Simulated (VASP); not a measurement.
# Cs (P6_3/mmc) in VASP: further runs

Cs is run at these levels: PBE; tasks: relaxation of shape and atoms at fixed volume, single point.

All numbers are computed with VASP 6.6.1; they aren't measurements. Logs are shortened: lines on timing, memory, paths and dates and some standing lists are left out, and cuts for length are marked.

## 1. The cell of the first run

It takes space group P6_3/mmc (No. 194, hexagonal). The conventional cell has a = 5.348 Å, b = 5.348 Å, c = 8.853 Å, α = 90.00°, β = 90.00°, γ = 120.00°.

## 2. Relaxation of shape and atoms at fixed volume, PBE (volume scaled by 0.94)

INCAR

```
PREC     = Accurate       # precision mode
ENCUT    = 600            # plane-wave cutoff, eV
EDIFF    = 1E-7           # SCF threshold, eV
ISMEAR   = 0              # smearing method
SIGMA    = 0.1            # smearing width, eV
LREAL    = F              # projectors in reciprocal space
LASPH    = T              # aspherical terms in the spheres
NELM     = 100            # most SCF steps
ALGO     = Normal         # electronic algorithm
ISIF     = 4              # what is computed and relaxed
LWAVE    = F              # write WAVECAR
LCHARG   = F              # write CHGCAR
GGA      = PE             # functional
IBRION   = 2              # ionic algorithm
NSW      = 50             # ionic steps
EDIFFG   = -0.01          # ionic threshold
```

KPOINTS

```
Automatic mesh
0
Gamma
  9 9 6
```

POSCAR

```
Cs
1.0
    5.3482097339      0.0000000000      0.0000000000
   -2.6741048670      4.6316854943      0.0000000000
    0.0000000000      0.0000000000      8.8532952711
Cs
2
Direct
    0.3333333333      0.6666666667      0.2500000000
    0.6666666667      0.3333333333      0.7500000000
```

Potentials or basis: VASP PAW PBE potentials, release 64 (Cs_sv).

Started as:

```sh
$ cat potpaw_PBE.64/Cs_sv/POTCAR > POTCAR
$ mpirun -np 1 vasp_std > vasp.out
```

OUTCAR:

```text
PREC = Accurate
   ENCUT = 600
   EDIFF = 1E-7
   ISMEAR = 0
   LREAL = F
   LASPH = T
   NELM = 100
   ISIF = 4
   GGA = PE
   IBRION = 2
   NSW = 50
   EDIFFG = -0.01

 ion  position               nearest neighbor table
   1  0.333  0.667  0.250-
   2  0.667  0.333  0.750-

  LATTYP: Found a hexagonal cell.
 ALAT       =     5.3482097339
 C/A-ratio  =     1.6553754829

  Lattice vectors:

 A1 = (   5.3482097339,   0.0000000000,   0.0000000000)
 A2 = (  -2.6741048670,   4.6316854943,   0.0000000000)
 A3 = (   0.0000000000,   0.0000000000,   8.8532952711)

Analysis of symmetry for initial positions (statically):
=====================================================================
 Subroutine PRICEL returns:
 Original cell was already a primitive cell.

 Routine SETGRP: Setting up the symmetry group for a
 hexagonal supercell.

 Subroutine GETGRP returns: Found 24 space group operations
 (whereof 12 operations were pure point group operations)
 out of a pool of 24 trial point group operations.

The static configuration has the point symmetry D_3d.
 The point group associated with its full space group is D_6h.

Analysis of symmetry for dynamics (positions and initial velocities):
=====================================================================
 Subroutine PRICEL returns:
 Original cell was already a primitive cell.

 Routine SETGRP: Setting up the symmetry group for a
 hexagonal supercell.

 Subroutine GETGRP returns: Found 24 space group operations
 (whereof 12 operations were pure point group operations)
 out of a pool of 24 trial point group operations.

The dynamic configuration has the point symmetry D_3d.
 The point group associated with its full space group is D_6h.

 Subroutine INISYM returns: Found 24 space group operations
 (whereof 12 operations are pure point group operations),
 and found     1 'primitive' translations

----------------------------------------------------------------------------------------

                                     Primitive cell

  volume of cell :     219.3070

  direct lattice vectors                    reciprocal lattice vectors
     5.348209734  0.000000000  0.000000000     0.186978456  0.107952062  0.000000000
    -2.674104867  4.631685494  0.000000000     0.000000000  0.215904124  0.000000000
     0.000000000  0.000000000  8.853295271     0.000000000  0.000000000  0.112952293

  length of vectors
     5.348209734  5.348209734  8.853295271     0.215904124  0.215904124  0.112952293

  position of ions in fractional coordinates (direct lattice)
     0.333333333  0.666666667  0.250000000
     0.666666667  0.333333333  0.750000000

  ion indices of the primitive-cell ions
   primitive index   ion index
                 1           1
                 2           2

----------------------------------------------------------------------------------------

 KPOINTS: Automatic mesh

Automatic generation of k-mesh.
 Grid dimensions read from file:
 generate k-points for:    9    9    6

 Generating k-lattice:

  Cartesian coordinates                     Fractional coordinates (reciprocal lattice)
     0.020775384  0.011994674  0.000000000     0.111111111  0.000000000  0.000000000
     0.000000000  0.023989347  0.000000000     0.000000000  0.111111111  0.000000000
     0.000000000  0.000000000  0.018825382     0.000000000  0.000000000  0.166666667

  Length of vectors
     0.023989347  0.023989347  0.018825382

  Shift w.r.t. Gamma in fractional coordinates (k-lattice)
     0.000000000  0.000000000  0.000000000

 Subroutine IBZKPT returns following result:
 ===========================================

 Found     48 irreducible k-points:

 Following reciprocal coordinates:
            Coordinates               Weight
  0.000000  0.000000  0.000000      1.000000
  0.111111 -0.000000  0.000000      6.000000
  0.222222 -0.000000  0.000000      6.000000
  0.333333 -0.000000  0.000000      6.000000
  0.444444 -0.000000  0.000000      6.000000
  0.111111  0.111111  0.000000      6.000000
[... 16 lines left out ...]
  0.333333  0.222222  0.166667     24.000000
  0.333333  0.333333  0.166667      4.000000
 [... further k-points ...]
   k-points           NKPTS =     48   k-points in BZ     NKDIM =     48   number of bands    NBANDS=     13
   number of dos      NEDOS =    301   number of ions     NIONS =      2
   total plane-waves  NPLWV = 165888
   dimension x,y,z NGX =    48 NGY =   48 NGZ =   72
   dimension x,y,z NGXF=    96 NGYF=   96 NGZF=  144
   ions per type =               2
   NGX,Y,Z   is equivalent  to a cutoff of  14.92, 14.92, 13.52 a.u.
   NGXF,Y,Z  is equivalent  to a cutoff of  29.84, 29.84, 27.04 a.u.
 SYSTEM =  unknown system
   PREC   = accura    normal or accurate (medium, high low for compatibility)
   ISTART =      0    job   : 0-new  1-cont  2-samecut
   ICHARG =      2    charge: 1-file 2-atom 10-const
   ISPIN  =      1    spin polarized calculation?
   LNONCOLLINEAR =      F non collinear calculations
   LSORBIT =      F    spin-orbit coupling
   LASPH  =      T    aspherical Exc in radial PAW
   ENCUT  =  600.0 eV  44.10 Ry    6.64 a.u.  10.68 10.68 17.68*2*pi/ulx,y,z
   NELM   =    100;   NELMIN=  2; NELMDL= -5     # of ELM steps
   EDIFF  = 0.1E-06   stopping-criterion for ELM
   LREAL  =      F    real-space projection
   EDIFFG = -.1E-01   stopping-criterion for IOM
   NSW    =     50    number of steps for IOM
   IBRION =      2    ionic relax: 0-MD 1-quasi-New 2-CG
   NFREE  =      1    steps in history (QN), initial steepest desc. (CG)
   ISIF   =      4    stress and relaxation
   ISYM   =      2    0-nonsym 1-usesym 2-fastsym
   POTIM  = 0.5000    time-step for ionic-motion
   TEBEG  =    0.0;   TEEND  =   0.0 temperature during run
   PSTRESS=    0.0 pullay stress
   NELECT =      18.0000    total number of electrons
   NUPDOWN=      -1.0000    fix difference up-down
   EMIN   =  10.00;   EMAX   =-10.00  energy-range for DOS
   EFERMI =   0.00;   METHOD = LEGACY
   ISMEAR =     0;   SIGMA  =   0.10  broadening in eV -4-tet -1-fermi 0-gaus
   EFERMI_NEDOS =   21; number of points for ismear=-14 and -15
   IALGO  =     38    algorithm
   IMIX   =      4    mixing-type and parameters
     AMIX     =   0.40;   BMIX     =  1.00
     AMIX_MAG =   1.60;   BMIX_MAG =  1.00
  volume/ion in A,a.u.               =     109.65       739.98
  Fermi-wavevector in a.u.,A,eV,Ry     =   0.711456  1.344457  6.886860  0.506170
  Thomas-Fermi vector in A             =   1.798573
   LORBIT       =      0    0 simple, 1 ext, 2 COOP (PROOUT), +10 PAW based schemes
   GGA     = PE    functional components
   LHFCALC =     F    Hartree Fock is set to
   AEXX    =    0.0000 exact exchange contribution
   IVDW    =     0    specifies the selected vdW correction
   LEPSILON=     F    determine dielectric tensor
   LRPA    =     F    only Hartree local field effects (RPA)
 conjugate gradient relaxation of ions
 non-spin polarized calculation
 Gauss-broadening in eV      SIGMA  =   0.10
  energy-cutoff  :      600.00
  volume of cell :      219.31
 maximum number of plane-waves:      7367
 NGX is ok and might be reduce to    48
   NGX = 21   NGY = 21   NGZ = 35

 number of electron      17.9999999 magnetization

 Free energy of the ion-electron system (eV)
  ---------------------------------------------------
  ext. energy  EPLUGINS =         0.00000000
  ---------------------------------------------------
  free energy    TOTEN  =        -1.70328652 eV

  energy without entropy =       -1.68987283  energy(sigma->0) =       -1.69657968

 E-fermi :   0.5920     XC(G=0):  -5.5272

 val. band max:        0.5841406955   @ k =   0.3333   0.1111   0.5000
 cond. band min:       0.6170920346   @ k =   0.1111   0.1111   0.1667
 fundamental gap:      0.0329513391
 Fermi energy:         0.5920290699

 k-point     1 :       0.0000    0.0000    0.0000
  band No.  band energies     occupation
      1     -23.2518      2.00000
      2     -23.2446      2.00000
      3     -10.1447      2.00000
      4     -10.0077      2.00000
      5     -10.0077      2.00000
      6      -9.9901      2.00000
      7      -9.9876      2.00000
      8      -9.9876      2.00000
      9      -1.1515      2.00000
     10       0.5047      1.78296
     11       1.3487      0.00000
     12       2.9748      0.00000
     13       3.0036      0.00000

 k-point     2 :       0.1111   -0.0000    0.0000
  band No.  band energies     occupation
      1     -23.2509      2.00000
      2     -23.2442      2.00000
      3     -10.1385      2.00000
      4     -10.0227      2.00000
      5     -10.0123      2.00000
      6     -10.0032      2.00000
      7      -9.9922      2.00000
      8      -9.9901      2.00000
      9      -1.0301      2.00000
     10       0.6367      0.52761
     11       1.3346      0.00000
     12       2.6283      0.00000
     13       3.0566      0.00000

 k-point     3 :       0.2222   -0.0000    0.0000
  band No.  band energies     occupation
      1     -23.2488      2.00000
      2     -23.2431      2.00000
      3     -10.1214      2.00000
      4     -10.0609      2.00000
      5     -10.0413      2.00000
      6     -10.0235      2.00000
      7      -9.9988      2.00000
      8      -9.9968      2.00000
      9      -0.6851      2.00000
     10       0.9889      0.00000
     11       1.3090      0.00000
     12       2.1372      0.00000
     13       2.6394      0.00000

 k-point     4 :       0.3333   -0.0000    0.0000
  band No.  band energies     occupation
      1     -23.2462      2.00000
      2     -23.2420      2.00000
      3     -10.1044      2.00000
      4     -10.0984      2.00000
      5     -10.0829      2.00000
      6     -10.0359      2.00000
      7     -10.0100      2.00000
      8     -10.0048      2.00000
      9      -0.1731      2.00000
     10       1.3016      0.00000
     11       1.3364      0.00000
     12       1.6856      0.00000
     13       2.4293      0.00000

 k-point     5 :       0.4444   -0.0000    0.0000
  band No.  band energies     occupation
      1     -23.2442      2.00000
      2     -23.2416      2.00000
      3     -10.1327      2.00000
      4     -10.1092      2.00000
      5     -10.0782      2.00000
      6     -10.0437      2.00000
      7     -10.0223      2.00000
      8     -10.0102      2.00000
      9       0.3989      1.99368
     10       1.0811      0.00000
     11       1.3157      0.00000
     12       1.5594      0.00000
     13       2.2660      0.00000
[... 257 lines left out ...]
 k-point    22 :       0.2222    0.2222    0.1667
  band No.  band energies     occupation
      1     -23.2447      2.00000
      2     -23.2419      2.00000
      3     -10.1085      2.00000
      4     -10.1034      2.00000
      5     -10.0686      2.00000
      6     -10.0525      2.00000
      7     -10.0302      2.00000
      8     -10.0147      2.00000
      9       0.1778      2.00000
     10       1.1799      0.00000
     11       1.6254      0.00000
     12       1.6258      0.00000
     13       2.4334      0.00000

 k-point    23 :       0.3333    0.2222    0.1667
  band No.  band energies     occupation
      1     -23.2431      2.00000
      2     -23.2417      2.00000
      3     -10.1198      2.00000
      4     -10.1050      2.00000
      5     -10.0751      2.00000
      6     -10.0544      2.00000
      7     -10.0448      2.00000
      8     -10.0250      2.00000
      9       0.7328      0.04647
     10       1.2401      0.00000
     11       1.4339      0.00000
     12       1.5713      0.00000
     13       2.1362      0.00000

 k-point    24 :       0.3333    0.3333    0.1667
  band No.  band energies     occupation
      1     -23.2421      2.00000
      2     -23.2421      2.00000
      3     -10.1053      2.00000
      4     -10.0965      2.00000
      5     -10.0965      2.00000
      6     -10.0666      2.00000
      7     -10.0379      2.00000
      8     -10.0379      2.00000
      9       1.2461      0.00000
     10       1.2461      0.00000
     11       1.2588      0.00000
     12       1.4839      0.00000
     13       2.1255      0.00000

 [... further k-points ...]
[... 5 lines left out ...]
  --------------------------------------------------------------------------------------
  -------------------------------------------------------------------------------------
  Total        0.1987913      0.1987913      0.1824557     -0.0000000     -0.0000000     -0.0000000
  in kB        1.4522975      1.4522975      1.3329553     -0.0000000     -0.0000000     -0.0000000
  external PRESSURE =       1.4125168 kB  Pullay stress =       0.0000000 kB

 VOLUME and BASIS-vectors are now :
 -----------------------------------------------------------------------------
  energy-cutoff  :      600.00
  volume of cell :      219.31
      direct lattice vectors                 reciprocal lattice vectors
     5.348209734  0.000000000  0.000000000     0.186978456  0.107952062  0.000000000
    -2.674104867  4.631685494  0.000000000     0.000000000  0.215904124  0.000000000
     0.000000000  0.000000000  8.853295271     0.000000000  0.000000000  0.112952293

 POSITION                                       TOTAL-FORCE (eV/Angst)
 -----------------------------------------------------------------------------------
     -0.00000      3.08779      2.21332        -0.000000      0.000000      0.000000
      2.67410      1.54390      6.63997         0.000000     -0.000000      0.000000
 -----------------------------------------------------------------------------------
    total drift:                               -0.000000      0.000000     -0.000000

  FREE ENERGIE OF THE ION-ELECTRON SYSTEM (eV)
  ---------------------------------------------------
  free  energy   TOTEN  =        -1.7032865222 eV

  energy  without entropy=       -1.6898728333  energy(sigma->0) =       -1.69657968

 reached required accuracy - stopping structural energy minimisation
```

Run time: 98 s. Hardware: 1 thread of Intel Xeon 6975P-C (Granite Rapids), shared host; peak memory 0.49 GiB.

What came out:

```
Free energy             : -1.7033 eV
Pressure after relaxing : 0.1 GPa
Band gap on the k mesh  : zero (band 9 reaches 1.37 eV, above the bottom of band 10 at -0.52 eV)
```

Final structure:
```xyz
2
Lattice="5.3482 0.0000 0.0000 -2.6741 4.6317 0.0000 0.0000 0.0000 8.8533" Properties=species:S:1:pos:R:3 pbc="T T T"
Cs    0.0000    3.0878    2.2133
Cs    2.6741    1.5439    6.6400
```

Caveat: the relaxation stopped at its first step, so nothing moved; spin-orbit coupling is left out, which moves the levels of the heavy elements.

## 3. Single point, PBE (strained)

INCAR

```
SYSTEM = Cs
PREC     = Accurate       ! precision mode
ENCUT    = 520            ! plane-wave cutoff, eV
EDIFF    = 1E-7           ! SCF threshold, eV
ISMEAR   = 0              ! smearing method
SIGMA    = 0.1            ! smearing width, eV
LREAL    = .False.        ! projectors in reciprocal space
LASPH    = .True.         ! aspherical terms in the spheres
NELM     = 80             ! most SCF steps
ALGO     = Fast           ! electronic algorithm
ISIF     = 2              ! what is computed and relaxed
LWAVE    = .False.        ! write WAVECAR
LCHARG   = .False.        ! write CHGCAR
GGA      = PE             ! functional
NBANDS   = 16             ! bands
```

KPOINTS

```
regular mesh
0
Gamma
  9 9 6
  0 0 0
```

POSCAR

```
Cs
1.0
    5.4158488012      0.0000000000      0.0000000000
   -2.7079244006      4.6902626449      0.0000000000
    0.0000000000      0.0000000000      8.7304679049
Cs
2
Direct
    0.3333333300      0.6666666700      0.2500000000
    0.6666666700      0.3333333300      0.7500000000
```

Potentials or basis: VASP PAW PBE potentials, release 64 (Cs_sv).

Started as:

```sh
$ cat potpaw_PBE.64/Cs_sv/POTCAR > POTCAR
$ mpirun -np 1 vasp_std > vasp.out
```

Wall time 60 s (1 thread of Intel Xeon 6975P-C (Granite Rapids), shared host); peak memory 0.38 GiB.

Results (log left out):

```
Free energy            : -1.7045 eV
Pressure               : 0.1 GPa
Band gap on the k mesh : zero (band 9 reaches 1.33 eV, above the bottom of band 10 at -0.52 eV)
```

Levels at points of the mesh, in eV from the Fermi level:
```tsv
k point	band 5	band 6	band 7	band 8	band 9	band 10	band 11	band 12	band 13	band 14
(0.00, 0.00, 0.00)	-10.61	-10.59	-10.59	-10.59	-1.74	-0.04	0.82	2.37	2.37	2.46
(0.00, 0.00, 0.50)	-10.60	-10.60	-10.60	-10.60	-1.09	-1.09	1.66	1.66	2.37	2.37
```

Caveat: the cell differs from its parent crystal (strained); spin-orbit coupling is left out, which moves the levels of the heavy elements.

(Part 1 of 2 ends here.)
